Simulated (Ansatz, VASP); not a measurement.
## One calculation of SnO2, two programs

```xyz
6
Lattice="3.3416 0.0000 0.0000 -1.6708 2.8939 0.0000 0.0000 0.0000 9.9242" Properties=species:S:1:pos:R:3 pbc="T T T"
Sn    0.0000    0.0000    4.9621
Sn    0.0000    0.0000    0.0000
O     1.6708    0.9646    3.9875
O     1.6708    0.9646    0.9747
O     0.0000    1.9293    5.9368
O     0.0000    1.9293    8.9496
```

Alike in both runs: task single point; functional PBE; dispersion D3(BJ); k mesh 12 × 12 × 4; occupations gaussian, width 0.05 eV; no spin polarisation.

|  | VASP | Ansatz |
| --- | --- | --- |
| version | VASP 6.6.1 | Ansatz 0.2.0 |
| potentials or method | VASP PAW PBE potentials, release 64 (Sn_d, O), cutoff 520 eV | scalar-relativistic, plane waves, PAW |
| valence electrons in the cell | 52 | 52 |

VASP gave:

| Quantity | Value |
| --- | --- |
| gap on the k mesh at the Fermi level (eV) | 1.19 |
| least direct gap on the mesh (eV) | 1.53 |
| pressure (GPa) | -8.0 |
| traceless stress, the component that is largest in VASP (GPa) | 7.66 |
| rms of the force components (eV/Å) | 0.098 |

Q: Which values does Ansatz return?

A: gap on the k mesh at the Fermi level (eV): 1.22; least direct gap on the mesh (eV): 1.55; pressure (GPa): -8.5; traceless stress, the component that is largest in VASP (GPa): 7.99; rms of the force components (eV/Å): 0.118.

Atom by atom the forces differ by 0.020 eV/Å (rms over components).
